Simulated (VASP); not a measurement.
Runs of VASP 6.6.1 on FeS2. The structure is that of space group Pnnm (No. 58), or close to it. The cells are those of the table. 

```csv
cell,gap on the mesh (eV),pressure (GPa),largest force (eV/Å)
"a = 4.406, b = 5.375, c = 3.368 Å, 6 atoms",(b),3.3,0.07
"a = 4.503, b = 5.477, c = 3.432 Å, 6 atoms",0.77,-5.2,0.06
"a = 4.471, b = 5.443, c = 3.411 Å, 6 atoms",0.82,(c),0.06
"a = 4.373, b = 5.341, c = 3.345 Å, 6 atoms",0.99,(a),0.07
```

Alike in all rows: task single point; level PBE; potentials or basis VASP PAW PBE potentials, release 64 (Fe, S); no spin polarisation; k mesh 6 × 6 × 8; cutoff (eV) 600; smearing gaussian 0.05 eV.

Task: Estimate the missing entries.

Result: (a) 6.9; (b) 0.93; (c) -2.7.

Caveats: the cell stands under pressure (at least some runs); the cell stands under tension (at least some runs).

A k mesh can miss the band edges.
